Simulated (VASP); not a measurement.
# Ti (P6_3/mmc) in VASP: notebook

The runs below take Ti through single point, with revPBE.

All numbers are computed with VASP 6.6.1; they aren't measurements. Logs are shortened: lines on timing, memory, paths and dates and some standing lists are left out, and cuts for length are marked.

### Step 1. The cell of the first run

It takes space group P6_3/mmc (No. 194, hexagonal). The conventional cell has a = 2.955 Å, b = 2.955 Å, c = 9.456 Å, α = 90.00°, β = 90.00°, γ = 120.00°. Ti (site symmetry -3m) has 12 Ti at 2.92 to 2.95 Å within 3.8 Å. Within 3.8 Å of Ti (site symmetry -6m2) lie 12 Ti at 2.92 to 2.95 Å.

### Step 2. Single point, revPBE

INCAR reads:

```
SYSTEM = Ti
ALGO = Normal ; EDIFF = 1E-6
ENCUT = 520 ; GGA = RE
ISIF = 2 ; ISMEAR = -1
LASPH = .TRUE. ; LCHARG = .FALSE.
LREAL = .FALSE. ; LWAVE = .FALSE.
NBANDS = 32 ; NELM = 60
PREC = Accurate ; SIGMA = 0.1
```

KPOINTS reads:

```
k-points
0
G
  12 12 4
  0 0 0
```

POSCAR reads:

```
Ti
1.0
    2.9548536223      0.0000000000      0.0000000000
   -1.4774268111      2.5589783014      0.0000000000
    0.0000000000      0.0000000000      9.4556022481
Ti
4
Direct
    0.0000000000      1.0000000000      0.0000000000
    0.0000000000      1.0000000000      0.5000000000
    0.3333333333      0.6666666667      0.2500000000
    0.6666666667      0.3333333333      0.7500000000
```

Potentials or basis: VASP PAW PBE potentials, release 64 (Ti_sv).

The run is started by

```sh
> cat potpaw_PBE.64/Ti_sv/POTCAR > POTCAR
> mpirun -np 1 vasp_std > vasp.out
```

OUTCAR:

```text
SYSTEM = Ti
   EDIFF = 1E-6
   ENCUT = 520
   GGA = RE
   ISIF = 2
   ISMEAR = -1
   LASPH = .TRUE.
   LREAL = .FALSE.
   NELM = 60
   PREC = Accurate

 ion  position               nearest neighbor table
   1  0.000  0.000  0.000-   3 2.92   4 2.92   3 2.92   4 2.92   4 2.92   3 2.92
   2  0.000  0.000  0.500-   3 2.92   4 2.92   3 2.92   4 2.92   4 2.92   3 2.92
   3  0.333  0.667  0.250-   1 2.92   2 2.92   1 2.92   2 2.92   1 2.92   2 2.92
   4  0.667  0.333  0.750-   1 2.92   2 2.92   1 2.92   2 2.92   1 2.92   2 2.92

  LATTYP: Found a hexagonal cell.
 ALAT       =     2.9548536223
 C/A-ratio  =     3.2000239121

  Lattice vectors:

 A1 = (   2.9548536223,   0.0000000000,   0.0000000000)
 A2 = (  -1.4774268111,   2.5589783014,   0.0000000000)
 A3 = (   0.0000000000,   0.0000000000,   9.4556022481)

Analysis of symmetry for initial positions (statically):
=====================================================================
 Subroutine PRICEL returns:
 Original cell was already a primitive cell.

 Routine SETGRP: Setting up the symmetry group for a
 hexagonal supercell.

 Subroutine GETGRP returns: Found 24 space group operations
 (whereof 12 operations were pure point group operations)
 out of a pool of 24 trial point group operations.

The static configuration has the point symmetry D_3d.
 The point group associated with its full space group is D_6h.

Analysis of symmetry for dynamics (positions and initial velocities):
=====================================================================
 Subroutine PRICEL returns:
 Original cell was already a primitive cell.

 Routine SETGRP: Setting up the symmetry group for a
 hexagonal supercell.

 Subroutine GETGRP returns: Found 24 space group operations
 (whereof 12 operations were pure point group operations)
 out of a pool of 24 trial point group operations.

The dynamic configuration has the point symmetry D_3d.
 The point group associated with its full space group is D_6h.

 Subroutine INISYM returns: Found 24 space group operations
 (whereof 12 operations are pure point group operations),
 and found     1 'primitive' translations

----------------------------------------------------------------------------------------

                                     Primitive cell

  volume of cell :      71.4977

  direct lattice vectors                    reciprocal lattice vectors
     2.954853622  0.000000000  0.000000000     0.338426240  0.195390481  0.000000000
    -1.477426811  2.558978301  0.000000000     0.000000000  0.390780961  0.000000000
     0.000000000  0.000000000  9.455602248     0.000000000  0.000000000  0.105757410

  length of vectors
     2.954853622  2.954853622  9.455602248     0.390780961  0.390780961  0.105757410

  position of ions in fractional coordinates (direct lattice)
     0.000000000  0.000000000  0.000000000
     0.000000000  0.000000000  0.500000000
     0.333333333  0.666666667  0.250000000
     0.666666667  0.333333333  0.750000000

  ion indices of the primitive-cell ions
   primitive index   ion index
                 1           1
                 2           2
                 3           3
                 4           4

----------------------------------------------------------------------------------------

 KPOINTS: k-points

Automatic generation of k-mesh.
 Grid dimensions read from file:
 generate k-points for:   12   12    4

 Generating k-lattice:

  Cartesian coordinates                     Fractional coordinates (reciprocal lattice)
     0.028202187  0.016282540  0.000000000     0.083333333  0.000000000  0.000000000
     0.000000000  0.032565080  0.000000000     0.000000000  0.083333333  0.000000000
     0.000000000  0.000000000  0.026439352     0.000000000  0.000000000  0.250000000

  Length of vectors
     0.032565080  0.032565080  0.026439352

  Shift w.r.t. Gamma in fractional coordinates (k-lattice)
     0.000000000  0.000000000  0.000000000

 Subroutine IBZKPT returns following result:
 ===========================================

 Found     57 irreducible k-points:

 Following reciprocal coordinates:
            Coordinates               Weight
  0.000000  0.000000  0.000000      1.000000
  0.083333  0.000000  0.000000      6.000000
  0.166667  0.000000  0.000000      6.000000
  0.250000  0.000000  0.000000      6.000000
  0.333333  0.000000  0.000000      6.000000
  0.416667  0.000000  0.000000      6.000000
[... 16 lines left out ...]
  0.250000  0.000000  0.250000     12.000000
  0.333333  0.000000  0.250000     12.000000
 [... further k-points ...]
   k-points           NKPTS =     57   k-points in BZ     NKDIM =     57   number of bands    NBANDS=     32
   number of dos      NEDOS =    301   number of ions     NIONS =      4
   total plane-waves  NPLWV =  40320
   dimension x,y,z NGX =    24 NGY =   24 NGZ =   70
   dimension x,y,z NGXF=    48 NGYF=   48 NGZF=  140
   ions per type =               4
   NGX,Y,Z   is equivalent  to a cutoff of  13.50, 13.50, 12.31 a.u.
   NGXF,Y,Z  is equivalent  to a cutoff of  27.01, 27.01, 24.61 a.u.
 SYSTEM =  Ti
   PREC   = accura    normal or accurate (medium, high low for compatibility)
   ISTART =      0    job   : 0-new  1-cont  2-samecut
   ICHARG =      2    charge: 1-file 2-atom 10-const
   ISPIN  =      1    spin polarized calculation?
   LNONCOLLINEAR =      F non collinear calculations
   LSORBIT =      F    spin-orbit coupling
   LASPH  =      T    aspherical Exc in radial PAW
   ENCUT  =  520.0 eV  38.22 Ry    6.18 a.u.   5.49  5.49 17.58*2*pi/ulx,y,z
   NELM   =     60;   NELMIN=  2; NELMDL= -5     # of ELM steps
   EDIFF  = 0.1E-05   stopping-criterion for ELM
   LREAL  =      F    real-space projection
   EDIFFG = 0.1E-04   stopping-criterion for IOM
   NSW    =      0    number of steps for IOM
   IBRION =     -1    ionic relax: 0-MD 1-quasi-New 2-CG
   NFREE  =      0    steps in history (QN), initial steepest desc. (CG)
   ISIF   =      2    stress and relaxation
   ISYM   =      2    0-nonsym 1-usesym 2-fastsym
   POTIM  = 0.5000    time-step for ionic-motion
   TEBEG  =    0.0;   TEEND  =   0.0 temperature during run
   PSTRESS=    0.0 pullay stress
   NELECT =      48.0000    total number of electrons
   NUPDOWN=      -1.0000    fix difference up-down
   EMIN   =  10.00;   EMAX   =-10.00  energy-range for DOS
   EFERMI =   0.00;   METHOD = LEGACY
   ISMEAR =    -1;   SIGMA  =   0.10  broadening in eV -4-tet -1-fermi 0-gaus
   EFERMI_NEDOS =   21; number of points for ismear=-14 and -15
   IALGO  =     38    algorithm
   IMIX   =      4    mixing-type and parameters
     AMIX     =   0.40;   BMIX     =  1.00
     AMIX_MAG =   1.60;   BMIX_MAG =  1.00
  volume/ion in A,a.u.               =      17.87       120.62
  Fermi-wavevector in a.u.,A,eV,Ry     =   1.433479  2.708882 27.958093  2.054862
  Thomas-Fermi vector in A             =   2.552993
   LORBIT       =      0    0 simple, 1 ext, 2 COOP (PROOUT), +10 PAW based schemes
   GGA     = RE    functional components
   LHFCALC =     F    Hartree Fock is set to
   AEXX    =    0.0000 exact exchange contribution
   IVDW    =     0    specifies the selected vdW correction
   LEPSILON=     F    determine dielectric tensor
   LRPA    =     F    only Hartree local field effects (RPA)
 non-spin polarized calculation
  energy-cutoff  :      520.00
  volume of cell :       71.50
 maximum number of plane-waves:      1968
 NGX is ok and might be reduce to    24
   NGX = 11   NGY = 11   NGZ = 35

 number of electron      48.0000003 magnetization

 Free energy of the ion-electron system (eV)
  ---------------------------------------------------
  ext. energy  EPLUGINS =         0.00000000
  ---------------------------------------------------
  free energy    TOTEN  =       -30.01239950 eV

  energy without entropy =      -29.80112818  energy(sigma->0) =      -29.90676384

 E-fermi :   8.0373     XC(G=0): -11.2858

 val. band max:        8.0325642395   @ k =   0.3333   0.3333   0.0000
 cond. band min:       8.0451770836   @ k =   0.0000   0.0000   0.2500
 fundamental gap:      0.0126128441
 Fermi energy:         8.0372816447

 k-point     1 :       0.0000    0.0000    0.0000
  band No.  band energies     occupation
      1     -48.8861      2.00000
      2     -48.8359      2.00000
      3     -48.8200      2.00000
      4     -48.7691      2.00000
      5     -25.3579      2.00000
      6     -25.0639      2.00000
[... 24 lines left out ...]
     31       9.2050      0.00002
     32       9.2050      0.00002

 k-point     2 :       0.0833    0.0000    0.0000
  band No.  band energies     occupation
      1     -48.8800      2.00000
      2     -48.8315      2.00000
      3     -48.8157      2.00000
      4     -48.7665      2.00000
      5     -25.3442      2.00000
      6     -25.0686      2.00000
[... 24 lines left out ...]
     31       9.2459      0.00001
     32       9.3198      0.00001

 k-point     3 :       0.1667    0.0000    0.0000
  band No.  band energies     occupation
      1     -48.8631      2.00000
      2     -48.8196      2.00000
      3     -48.8037      2.00000
      4     -48.7597      2.00000
      5     -25.3053      2.00000
      6     -25.0910      2.00000
[... 24 lines left out ...]
     31       9.5796      0.00000
     32       9.6017      0.00000

 k-point     4 :       0.2500    0.0000    0.0000
  band No.  band energies     occupation
      1     -48.8389      2.00000
      2     -48.8032      2.00000
      3     -48.7874      2.00000
      4     -48.7513      2.00000
      5     -25.2492      2.00000
      6     -25.1491      2.00000
[... 24 lines left out ...]
     31       9.6866      0.00000
     32       9.9487      0.00000

 k-point     5 :       0.3333    0.0000    0.0000
  band No.  band energies     occupation
      1     -48.8130      2.00000
      2     -48.7867      2.00000
      3     -48.7710      2.00000
      4     -48.7446      2.00000
      5     -25.2322      2.00000
      6     -25.2175      2.00000
[... 584 lines left out ...]
     31       9.1522      0.00003
     32       9.2288      0.00001

 k-point    22 :       0.1667    0.0000    0.2500
  band No.  band energies     occupation
      1     -48.8593      2.00000
      2     -48.8327      2.00000
      3     -48.7905      2.00000
      4     -48.7636      2.00000
      5     -25.2879      2.00000
      6     -25.1643      2.00000
[... 24 lines left out ...]
     31       9.3943      0.00000
     32       9.5156      0.00000

 k-point    23 :       0.2500    0.0000    0.2500
  band No.  band energies     occupation
      1     -48.8357      2.00000
      2     -48.8135      2.00000
      3     -48.7769      2.00000
      4     -48.7545      2.00000
      5     -25.2410      2.00000
      6     -25.1797      2.00000
[... 24 lines left out ...]
     31       9.7532      0.00000
     32      10.0371      0.00000

 k-point    24 :       0.3333    0.0000    0.2500
  band No.  band energies     occupation
      1     -48.8105      2.00000
      2     -48.7938      2.00000
      3     -48.7638      2.00000
      4     -48.7470      2.00000
      5     -25.2370      2.00000
      6     -25.2019      2.00000
[... 24 lines left out ...]
     31      10.1647      0.00000
     32      10.6216      0.00000

 [... further k-points ...]
[... 5 lines left out ...]
  --------------------------------------------------------------------------------------
  -------------------------------------------------------------------------------------
  Total       -0.1015698     -0.1015698     -0.0999251     -0.0000000      0.0000000     -0.0000000
  in kB       -2.2760583     -2.2760583     -2.2392022     -0.0000000      0.0000000     -0.0000000
  external PRESSURE =      -2.2637729 kB  Pullay stress =       0.0000000 kB

 VOLUME and BASIS-vectors are now :
 -----------------------------------------------------------------------------
  energy-cutoff  :      520.00
  volume of cell :       71.50
      direct lattice vectors                 reciprocal lattice vectors
     2.954853622  0.000000000  0.000000000     0.338426240  0.195390481  0.000000000
    -1.477426811  2.558978301  0.000000000     0.000000000  0.390780961  0.000000000
     0.000000000  0.000000000  9.455602248     0.000000000  0.000000000  0.105757410

 POSITION                                       TOTAL-FORCE (eV/Angst)
 -----------------------------------------------------------------------------------
      0.00000      0.00000      0.00000         0.000000      0.000000     -0.000000
      0.00000      0.00000      4.72780         0.000000      0.000000     -0.000000
     -0.00000      1.70599      2.36390        -0.000000      0.000000     -0.000000
      1.47743      0.85299      7.09170         0.000000     -0.000000      0.000000
 -----------------------------------------------------------------------------------
    total drift:                               -0.000000      0.000000      0.000000

  FREE ENERGIE OF THE ION-ELECTRON SYSTEM (eV)
  ---------------------------------------------------
  free  energy   TOTEN  =       -30.0123994988 eV

  energy  without entropy=      -29.8011281811  energy(sigma->0) =      -29.90676384
```

It took 55 s on 1 thread of Intel Xeon 6975P-C (Granite Rapids), shared host; peak memory 0.24 GiB.

What came out:

```
Free energy            : -30.0124 eV
Pressure               : -0.2 GPa
Band gap on the k mesh : zero (band 24 reaches 8.75 eV, above the bottom of band 25 at 7.67 eV)
```

Levels at points of the mesh, in eV from the Fermi level:
```tsv
k point	band 21	band 22	band 23	band 24	band 25	band 26	band 27	band 28
(0.00, 0.00, 0.00)	0.11	0.14	0.68	0.68	0.68	0.74	0.74	0.92
(0.50, 0.00, 0.00)	-1.27	-1.16	-1.01	-0.13	0.10	0.62	1.08	1.33
(0.00, 0.00, 0.50)	0.14	0.14	0.64	0.64	0.81	0.81	0.81	0.81
(0.50, 0.00, 0.50)	-1.42	-1.42	-0.24	-0.24	0.69	0.69	0.94	0.94
```

Caveat: the PAW data sets were made with another functional, which shifts forces and pressure a little.

### Step 3. Single point, revPBE (volume scaled by 0.88)

INCAR reads:

```
SYSTEM = Ti
PREC = Accurate
ENCUT = 520
EDIFF = 1E-6
ISMEAR = -1
SIGMA = 0.1
LREAL = .FALSE.
LASPH = .TRUE.
NELM = 80
ALGO = Normal
ISIF = 2
LWAVE = .FALSE.
LCHARG = .FALSE.
GGA = RE
NBANDS = 32
```

KPOINTS reads:

```
regular mesh
0
G
  14 14 4
  0 0 0
```

POSCAR reads:

```
Ti
1.0
    2.8315888641      0.0000000000      0.0000000000
   -1.4157944320      2.4522278894      0.0000000000
    0.0000000000      0.0000000000      9.0611520744
Ti
4
Direct
    0.0000000000      1.0000000000      0.0000000000
    0.0000000000      1.0000000000      0.5000000000
    0.3333333333      0.6666666667      0.2500000000
    0.6666666667      0.3333333333      0.7500000000
```

Potentials or basis: VASP PAW PBE potentials, release 64 (Ti_sv).

The run is started by

```sh
> cat potpaw_PBE.64/Ti_sv/POTCAR > POTCAR
> mpirun -np 1 vasp_std > vasp.out
```

Wall time 67 s (1 thread of Intel Xeon 6975P-C (Granite Rapids), shared host); peak memory 0.24 GiB.

Results (log left out):

```yaml
Free_energy: -29.6193 eV
Pressure: 16.3 GPa
Band_gap_on_the_k_mesh: zero (band 24 reaches 10.19 eV, above the bottom of band 25 at 8.94 eV)
```

Stress tensor (GPa, compression positive):
```
16.22  0.00  0.00
 0.00 16.22  0.00
 0.00  0.00 16.39
```

Levels at points of the mesh, in eV from the Fermi level:
```tsv
k point	band 20	band 21	band 22	band 23	band 24	band 25	band 26	band 27	band 28	band 29
(0.00, 0.00, 0.00)	-2.86	0.10	0.13	0.72	0.72	0.80	0.80	1.02	1.05	1.16
(0.50, 0.00, 0.00)	-2.03	-1.40	-1.36	-1.16	-0.03	0.06	0.65	1.25	1.72	2.06
(0.00, 0.00, 0.50)	-3.13	0.33	0.33	0.69	0.69	0.87	0.87	0.87	0.87	1.06
(0.50, 0.00, 0.50)	-2.53	-1.72	-1.72	-0.16	-0.16	0.83	0.83	1.03	1.03	1.65
```

Caveat: the PAW data sets were made with another functional, which shifts forces and pressure a little.
